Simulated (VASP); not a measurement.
# Ba (P6/mmm) in VASP: further runs

The runs below take Ba through single point, with PBE.

Everything below comes from runs of VASP 6.6.1. Logs are shortened: lines on timing, memory, paths and dates and some standing lists are left out, and cuts for length are marked.

## Step 1: The cell of the first run

It takes space group P6/mmm (No. 191, hexagonal). Conventional cell: a = 7.058 Å, b = 7.058 Å, c = 4.061 Å, α = 90.00°, β = 90.00°, γ = 120.00°. Ba (site symmetry -6m2) has 5 Ba at 4.06 to 4.08 Å within 5.3 Å.

This isn't the form of Ba at room conditions, which is bcc.

## Step 2: Single point, PBE (strained)

File INCAR:

```
SYSTEM = Ba
PREC = Accurate
ENCUT = 520
EDIFF = 1E-6
ISMEAR = 0
SIGMA = 0.1
LREAL = .False.
LASPH = .True.
NELM = 80
ALGO = Fast
ISIF = 2
LWAVE = .False.
LCHARG = .False.
GGA = PE
NBANDS = 17
```

File KPOINTS:

```
regular mesh
0
Gamma
  9 9 12
  0 0 0
```

File POSCAR:

```
Ba
1.0
    7.0581921491      0.0000000000      0.0000000000
   -3.5290960746      6.1125737059      0.0000000000
    0.0000000000      0.0000000000      4.0613907712
Ba
2
Direct
    0.3333333300      0.6666666700      0.5000000000
    0.6666666700      0.3333333300      0.5000000000
```

Potentials or basis: VASP PAW PBE potentials, release 64 (Ba_sv).

The run is started by

```bash
> cat potpaw_PBE.64/Ba_sv/POTCAR > POTCAR
> mpirun -np 1 vasp_std > vasp.out
```

OUTCAR:

```text
SYSTEM = Ba
   PREC = Accurate
   ENCUT = 520
   EDIFF = 1E-6
   ISMEAR = 0
   LREAL = .False.
   LASPH = .True.
   NELM = 80
   ISIF = 2
   GGA = PE

 ion  position               nearest neighbor table
   1  0.333  0.667  0.500-   2 4.08   2 4.08   2 4.08
   2  0.667  0.333  0.500-   1 4.08   1 4.08   1 4.08

  LATTYP: Found a hexagonal cell.
 ALAT       =     7.0581921491
 C/A-ratio  =     0.5754151609

  Lattice vectors:

 A1 = (   7.0581921491,   0.0000000000,   0.0000000000)
 A2 = (  -3.5290960746,   6.1125737059,   0.0000000000)
 A3 = (   0.0000000000,   0.0000000000,   4.0613907712)

Analysis of symmetry for initial positions (statically):
=====================================================================
 Subroutine PRICEL returns:
 Original cell was already a primitive cell.

 Routine SETGRP: Setting up the symmetry group for a
 hexagonal supercell.

 Subroutine GETGRP returns: Found 24 space group operations
 (whereof 24 operations were pure point group operations)
 out of a pool of 24 trial point group operations.

The static configuration has the point symmetry D_6h.

Analysis of symmetry for dynamics (positions and initial velocities):
=====================================================================
 Subroutine PRICEL returns:
 Original cell was already a primitive cell.

 Routine SETGRP: Setting up the symmetry group for a
 hexagonal supercell.

 Subroutine GETGRP returns: Found 24 space group operations
 (whereof 24 operations were pure point group operations)
 out of a pool of 24 trial point group operations.

The dynamic configuration has the point symmetry D_6h.

 Subroutine INISYM returns: Found 24 space group operations
 (whereof 24 operations are pure point group operations),
 and found     1 'primitive' translations

----------------------------------------------------------------------------------------

                                     Primitive cell

  volume of cell :     175.2235

  direct lattice vectors                    reciprocal lattice vectors
     7.058192149  0.000000000  0.000000000     0.141679339  0.081798605  0.000000000
    -3.529096075  6.112573706  0.000000000     0.000000000  0.163597209  0.000000000
     0.000000000  0.000000000  4.061390771     0.000000000  0.000000000  0.246221075

  length of vectors
     7.058192149  7.058192149  4.061390771     0.163597209  0.163597209  0.246221075

  position of ions in fractional coordinates (direct lattice)
     0.333333330  0.666666670  0.500000000
     0.666666670  0.333333330  0.500000000

  ion indices of the primitive-cell ions
   primitive index   ion index
                 1           1
                 2           2

----------------------------------------------------------------------------------------

 KPOINTS: regular mesh

Automatic generation of k-mesh.
 Grid dimensions read from file:
 generate k-points for:    9    9   12

 Generating k-lattice:

  Cartesian coordinates                     Fractional coordinates (reciprocal lattice)
     0.015742149  0.009088734  0.000000000     0.111111111  0.000000000  0.000000000
     0.000000000  0.018177468  0.000000000     0.000000000  0.111111111  0.000000000
     0.000000000  0.000000000  0.020518423     0.000000000  0.000000000  0.083333333

  Length of vectors
     0.018177468  0.018177468  0.020518423

  Shift w.r.t. Gamma in fractional coordinates (k-lattice)
     0.000000000  0.000000000  0.000000000

 Subroutine IBZKPT returns following result:
 ===========================================

 Found     84 irreducible k-points:

 Following reciprocal coordinates:
            Coordinates               Weight
  0.000000  0.000000  0.000000      1.000000
  0.111111 -0.000000  0.000000      6.000000
  0.222222  0.000000  0.000000      6.000000
  0.333333  0.000000  0.000000      6.000000
  0.444444  0.000000  0.000000      6.000000
  0.111111  0.111111  0.000000      6.000000
[... 16 lines left out ...]
  0.333333  0.222222  0.083333     24.000000
  0.333333  0.333333  0.083333      4.000000
 [... further k-points ...]
   k-points           NKPTS =     84   k-points in BZ     NKDIM =     84   number of bands    NBANDS=     17
   number of dos      NEDOS =    301   number of ions     NIONS =      2
   total plane-waves  NPLWV =  87480
   dimension x,y,z NGX =    54 NGY =   54 NGZ =   30
   dimension x,y,z NGXF=   108 NGYF=  108 NGZF=   60
   ions per type =               2
   NGX,Y,Z   is equivalent  to a cutoff of  12.72, 12.72, 12.28 a.u.
   NGXF,Y,Z  is equivalent  to a cutoff of  25.44, 25.44, 24.56 a.u.
 SYSTEM =  Ba
   PREC   = accura    normal or accurate (medium, high low for compatibility)
   ISTART =      0    job   : 0-new  1-cont  2-samecut
   ICHARG =      2    charge: 1-file 2-atom 10-const
   ISPIN  =      1    spin polarized calculation?
   LNONCOLLINEAR =      F non collinear calculations
   LSORBIT =      F    spin-orbit coupling
   LASPH  =      T    aspherical Exc in radial PAW
   ENCUT  =  520.0 eV  38.22 Ry    6.18 a.u.  13.12 13.12  7.55*2*pi/ulx,y,z
   NELM   =     80;   NELMIN=  2; NELMDL= -5     # of ELM steps
   EDIFF  = 0.1E-05   stopping-criterion for ELM
   LREAL  =      F    real-space projection
   EDIFFG = 0.1E-04   stopping-criterion for IOM
   NSW    =      0    number of steps for IOM
   IBRION =     -1    ionic relax: 0-MD 1-quasi-New 2-CG
   NFREE  =      0    steps in history (QN), initial steepest desc. (CG)
   ISIF   =      2    stress and relaxation
   ISYM   =      2    0-nonsym 1-usesym 2-fastsym
   POTIM  = 0.5000    time-step for ionic-motion
   TEBEG  =    0.0;   TEEND  =   0.0 temperature during run
   PSTRESS=    0.0 pullay stress
   NELECT =      20.0000    total number of electrons
   NUPDOWN=      -1.0000    fix difference up-down
   EMIN   =  10.00;   EMAX   =-10.00  energy-range for DOS
   EFERMI =   0.00;   METHOD = LEGACY
   ISMEAR =     0;   SIGMA  =   0.10  broadening in eV -4-tet -1-fermi 0-gaus
   EFERMI_NEDOS =   21; number of points for ismear=-14 and -15
   IALGO  =     68    algorithm
   IMIX   =      4    mixing-type and parameters
     AMIX     =   0.40;   BMIX     =  1.00
     AMIX_MAG =   1.60;   BMIX_MAG =  1.00
  volume/ion in A,a.u.               =      87.61       591.23
  Fermi-wavevector in a.u.,A,eV,Ry     =   0.794122  1.500673  8.580244  0.630630
  Thomas-Fermi vector in A             =   1.900192
   LORBIT       =      0    0 simple, 1 ext, 2 COOP (PROOUT), +10 PAW based schemes
   GGA     = PE    functional components
   LHFCALC =     F    Hartree Fock is set to
   AEXX    =    0.0000 exact exchange contribution
   IVDW    =     0    specifies the selected vdW correction
   LEPSILON=     F    determine dielectric tensor
   LRPA    =     F    only Hartree local field effects (RPA)
 non-spin polarized calculation
 RMM-DIIS sequential band-by-band and
 Gauss-broadening in eV      SIGMA  =   0.10
  energy-cutoff  :      520.00
  volume of cell :      175.22
 maximum number of plane-waves:      4754
 NGX is ok and might be reduce to    54
   NGX = 27   NGY = 27   NGZ = 15

 number of electron      20.0000000 magnetization

 Free energy of the ion-electron system (eV)
  ---------------------------------------------------
  ext. energy  EPLUGINS =         0.00000000
  ---------------------------------------------------
  free energy    TOTEN  =        -2.33062612 eV

  energy without entropy =       -2.29633499  energy(sigma->0) =       -2.31348056

 E-fermi :   0.4345     XC(G=0):  -6.2457

 val. band max:        0.4328478913   @ k =   0.4444   0.1111   0.1667
 cond. band min:       0.4439269646   @ k =   0.3333   0.0000   0.4167
 fundamental gap:      0.0110790733
 Fermi energy:         0.4344764475

 k-point     1 :       0.0000    0.0000    0.0000
  band No.  band energies     occupation
      1     -28.9400      2.00000
      2     -28.8786      2.00000
      3     -14.3051      2.00000
      4     -14.3051      2.00000
      5     -13.9477      2.00000
      6     -13.9477      2.00000
[... 9 lines left out ...]
     16       3.2991      0.00000
     17       3.2999      0.00000

 k-point     2 :       0.1111   -0.0000    0.0000
  band No.  band energies     occupation
      1     -28.9383      2.00000
      2     -28.8803      2.00000
      3     -14.3087      2.00000
      4     -14.2974      2.00000
      5     -13.9561      2.00000
      6     -13.9437      2.00000
[... 9 lines left out ...]
     16       3.2831      0.00000
     17       3.3301      0.00000

 k-point     3 :       0.2222    0.0000    0.0000
  band No.  band energies     occupation
      1     -28.9337      2.00000
      2     -28.8850      2.00000
      3     -14.3175      2.00000
      4     -14.2760      2.00000
      5     -13.9790      2.00000
      6     -13.9339      2.00000
[... 9 lines left out ...]
     16       3.2415      0.00000
     17       3.3750      0.00000

 k-point     4 :       0.3333    0.0000    0.0000
  band No.  band energies     occupation
      1     -28.9271      2.00000
      2     -28.8917      2.00000
      3     -14.3270      2.00000
      4     -14.2468      2.00000
      5     -14.0100      2.00000
      6     -13.9233      2.00000
[... 9 lines left out ...]
     16       3.2010      0.00000
     17       3.3994      0.00000
[... 343 lines left out ...]
      1     -28.9204      2.00000
      2     -28.8929      2.00000
      3     -14.3324      2.00000
      4     -14.2132      2.00000
      5     -14.0363      2.00000
      6     -13.9089      2.00000
[... 9 lines left out ...]
     16       2.7232      0.00000
     17       3.3919      0.00000

 k-point    23 :       0.3333    0.2222    0.0833
  band No.  band energies     occupation
      1     -28.9137      2.00000
      2     -28.8997      2.00000
      3     -14.3397      2.00000
      4     -14.1758      2.00000
      5     -14.0747      2.00000
      6     -13.9010      2.00000
[... 9 lines left out ...]
     16       2.5843      0.00000
     17       3.2724      0.00000

 k-point    24 :       0.3333    0.3333    0.0833
  band No.  band energies     occupation
      1     -28.9067      2.00000
      2     -28.9067      2.00000
      3     -14.3437      2.00000
      4     -14.1254      2.00000
      5     -14.1254      2.00000
      6     -13.8967      2.00000
[... 9 lines left out ...]
     16       2.2165      0.00000
     17       3.0436      0.00000

 [... further k-points ...]

------------------------ aborting loop because EDIFF is reached ----------------------------------------

  FORCE on cell =-STRESS in cart. coord.  units (eV):
  Direction    XX          YY          ZZ          XY          YZ          ZX
  --------------------------------------------------------------------------------------
  -------------------------------------------------------------------------------------
  Total        0.3638137      0.3638137     -0.5778418     -0.0000000      0.0000000     -0.0000000
  in kB        3.3265750      3.3265750     -5.2835667     -0.0000000      0.0000000     -0.0000000
  external PRESSURE =       0.4565278 kB  Pullay stress =       0.0000000 kB

 VOLUME and BASIS-vectors are now :
 -----------------------------------------------------------------------------
  energy-cutoff  :      520.00
  volume of cell :      175.22
      direct lattice vectors                 reciprocal lattice vectors
     7.058192149  0.000000000  0.000000000     0.141679339  0.081798605  0.000000000
    -3.529096075  6.112573706  0.000000000     0.000000000  0.163597209  0.000000000
     0.000000000  0.000000000  4.061390771     0.000000000  0.000000000  0.246221075

 POSITION                                       TOTAL-FORCE (eV/Angst)
 -----------------------------------------------------------------------------------
     -0.00000      4.07505      2.03070         0.000000      0.000000      0.000000
      3.52910      2.03752      2.03070        -0.000000      0.000000      0.000000
 -----------------------------------------------------------------------------------
    total drift:                               -0.000000      0.000000      0.000000

  FREE ENERGIE OF THE ION-ELECTRON SYSTEM (eV)
  ---------------------------------------------------
  free  energy   TOTEN  =        -2.3306261205 eV

  energy  without entropy=       -2.2963349920  energy(sigma->0) =       -2.31348056
```

Run time: 6.5 min. Hardware: 1 thread of Oxide Virtual Turin-like, shared host; peak memory 0.38 GiB.

What came out:

```
Free energy            : -2.3306 eV
Pressure               : 0.0 GPa
Band gap on the k mesh : zero (bands 10 and 11 overlap by 0.88 eV)
```

Stress tensor (GPa, compression positive):
```
 0.33  0.00  0.00
 0.00  0.33  0.00
 0.00  0.00 -0.53
```

Caveat: the cell differs from its parent crystal (strained); spin-orbit coupling is left out, which moves the levels of the heavy elements.

## Step 3: Single point, PBE (strained)

File INCAR:

```
SYSTEM = Ba
PREC = Accurate
ENCUT = 520
EDIFF = 1E-7
ISMEAR = 0
SIGMA = 0.1
LREAL = .FALSE.
LASPH = .TRUE.
NELM = 100
ALGO = Fast
ISIF = 2
LWAVE = .FALSE.
LCHARG = .TRUE.
GGA = PE
LELF = .TRUE.
LVHAR = .TRUE.
NBANDS = 17
```

File KPOINTS:

```
regular mesh
0
G
  9 9 12
  0 0 0
```

File POSCAR:

```
Ba
1.0
    7.1718082784      0.0000000000      0.0000000000
   -3.5859041392      6.2109681601      0.0000000000
    0.0000000000      0.0000000000      4.0662384192
Ba
2
Direct
    0.3333333300      0.6666666700      0.5000000000
    0.6666666700      0.3333333300      0.5000000000
```

Potentials or basis: VASP PAW PBE potentials, release 64 (Ba_sv).

The run is started by

```bash
> cat potpaw_PBE.64/Ba_sv/POTCAR > POTCAR
> mpirun -np 1 vasp_std > vasp.out
```

Wall time 9.5 min (1 thread of Oxide Virtual Turin-like, shared host); peak memory 0.39 GiB.

The run converged. Its results:

```
Free energy            : -2.3391 eV
Pressure               : 0.0 GPa
Band gap on the k mesh : zero (bands 10 and 11 overlap by 0.82 eV)
```

Stress tensor (GPa, compression positive):
```
 0.18  0.00  0.00
 0.00  0.18  0.00
 0.00  0.00 -0.43
```

Levels at points of the mesh, in eV from the Fermi level:
```csv
k point,band 7,band 8,band 9,band 10,band 11,band 12,band 13,band 14
"(0.00, 0.00, 0.00)",-14.24,-14.18,-2.19,0.19,0.28,0.73,0.73,0.88
"(0.00, 0.00, 0.50)",-14.38,-14.38,-0.27,-0.10,-0.10,0.85,1.41,1.41
```

Caveat: the cell differs from its parent crystal (strained); spin-orbit coupling is left out, which moves the levels of the heavy elements.

[end of part 1 of 2]
